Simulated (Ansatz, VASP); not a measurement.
Ti3H: VASP beside Ansatz

INCAR

```
SYSTEM = Ti3H
ALGO     = Normal         ! electronic algorithm
DIPOL    = 0.5 0.5 0.318
EDIFF    = 1E-6           ! SCF threshold, eV
ENCUT    = 520            ! plane-wave cutoff, eV
GGA      = PE             ! functional
IDIPOL   = 3            
ISIF     = 2              ! what is computed and relaxed
ISMEAR   = 0              ! smearing method
LASPH    = .True.         ! aspherical terms in the spheres
LCHARG   = .True.         ! write CHGCAR
LDIPOL   = .True.       
LELF     = .True.         ! ELF
LREAL    = .False.        ! projectors in reciprocal space
LVACPOTAV= .True.       
LVHAR    = .True.       
LWAVE    = .False.        ! write WAVECAR
NBANDS   = 47             ! bands
NELM     = 100            ! most SCF steps
PREC     = Accurate       ! precision mode
SIGMA    = 0.1            ! smearing width, eV
```

Contents of KPOINTS:

```
k-points
0
Gamma
  6 6 1
  0 0 0
```

File POSCAR:

```
Ti3H
1.0
    4.6037402164      0.0000000000      0.0000000000
   -2.3018701082      3.9869559799      0.0000000000
    0.0000000000      0.0000000000     22.4968206792
Ti H
6 2
Direct
    0.6666666667      0.3333333333      0.1778029019
    0.3333333333      0.6666666667      0.2195747837
    0.0000000000      0.0000000000      0.2613466656
    0.6666666667      0.3333333333      0.2980472718
    0.3333333333      0.6666666667      0.3304570052
    0.0000000000      0.0000000000      0.3776898434
    0.2121905369      1.0000000000      0.4403653663
    0.7878094631      1.0000000000      0.4403653663
```

Input for Ansatz:

```yaml
crystal:
  lattice:
    - [4.6037402164, 0.0, 0.0]
    - [-2.3018701082, 3.9869559799, 0.0]
    - [0.0, 0.0, 22.4968206792]
  atoms:
    - { symbol: Ti, position: [0.6666666667, 0.3333333333, 0.1778029019] }
    - { symbol: Ti, position: [0.3333333333, 0.6666666667, 0.2195747837] }
    - { symbol: Ti, position: [0.0, 0.0, 0.2613466656] }
    - { symbol: Ti, position: [0.6666666667, 0.3333333333, 0.2980472718] }
    - { symbol: Ti, position: [0.3333333333, 0.6666666667, 0.3304570052] }
    - { symbol: Ti, position: [0.0, 0.0, 0.3776898434] }
    - { symbol: H, position: [0.2121905369, 1.0, 0.4403653663] }
    - { symbol: H, position: [0.7878094631, 1.0, 0.4403653663] }
basis:
  ecutwfc: 420
kpoints:
  mp_grid: { grid: [6, 6, 1] }
hamiltonian:
  xc: pbe
  pseudopotentials: { kind: paw, azcp: { folder: soft_1 } }
scf:
  occupations: { method: gaussian, width: 0.1 }
output:
  forces: true
  eigenvalues: true
efield:
  axis: 3
  dipole_correction: true
  ramp_width: 0.04
```

Alike in both runs: task single point; functional PBE; k mesh 6 × 6 × 1; occupations gaussian, width 0.1 eV; no spin polarisation.

|  | VASP | Ansatz |
| --- | --- | --- |
| version | VASP 6.6.1 | Ansatz 0.2.0 |
| potentials or method | VASP PAW PBE potentials, release 64 (Ti_sv, H), cutoff 520 eV | scalar-relativistic, plane waves, PAW |
| valence electrons in the cell | 74 | 74 |

Ansatz gave:

* gap on the k mesh at the Fermi level (eV): none
* rms of the force components (eV/Å): 0.342
* work function, face that differs most (eV): 6.47

What did VASP give for the same quantities?

gap on the k mesh at the Fermi level (eV): none; rms of the force components (eV/Å): 0.341; work function, face that differs most (eV): 6.47.

Atom by atom the forces differ by 0.005 eV/Å (rms over components). A gap of «none» marks a metal or a gap that the smearing closes. With one functional, cell and mesh, what is left measures potentials, basis and numerics.
